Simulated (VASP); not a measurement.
A run of VASP 6.6.1 is set up as follows.

File POSCAR:

```
Ru
1.0
    4.2893122621      0.0000000000      0.0000000000
   -2.1446561311      3.7146533838      0.0000000000
    0.0000000000      0.0000000000      2.6522274270
Ru
3
Direct
    0.0000000000      0.0000000000      0.0000000000
    0.3333333333      0.6666666667      0.5000000000
    0.6666666667      0.3333333333      0.5000000000
```

Contents of INCAR.step1:

```
PREC = Accurate
ENCUT = 520
ISMEAR = 0
SIGMA = 0.1
LREAL = False
LASPH = True
NELM = 100
NBANDS = 28
GGA = PE
ALGO = Normal
EDIFF = 1E-4
LWAVE = True
LCHARG = False
```

Contents of INCAR.step2:

```
PREC = Accurate
ENCUT = 520
EDIFF = 1E-6
ISMEAR = 0
SIGMA = 0.1
LREAL = False
LASPH = True
NELM = 100
ALGO = Normal
ISIF = 2
LWAVE = False
LCHARG = True
METAGGA = R2SCAN
LMIXTAU = True
LELF = True
LVHAR = True
NBANDS = 28
ISTART = 1
```

Contents of KPOINTS:

```
regular mesh
0
Gamma
  6 6 6
```

Potentials or basis: VASP PAW PBE potentials, release 64 (Ru_pv).

Run with:

```sh
$ cat potpaw_PBE.64/Ru_pv/POTCAR > POTCAR
$ cp INCAR.step1 INCAR
$ mpirun -np 1 vasp_std > vasp.out
$ cp INCAR.step2 INCAR
$ mpirun -np 1 vasp_std > vasp.out
```

Task: Predict the pressure.

Result: -4.4 GPa.

Task: Predict the band gap on the k mesh.

Result: Zero (band 21 reaches 13.45 eV, above the bottom of band 22 at 11.02 eV).

Stress tensor (GPa, compression positive):
```
-6.61  0.00  0.00
 0.00 -6.61  0.00
 0.00  0.00 -0.01
```

Caveat: the k points lie up to 0.39 Å⁻¹ apart; the PAW data sets were made with another functional, which shifts forces and pressure a little.
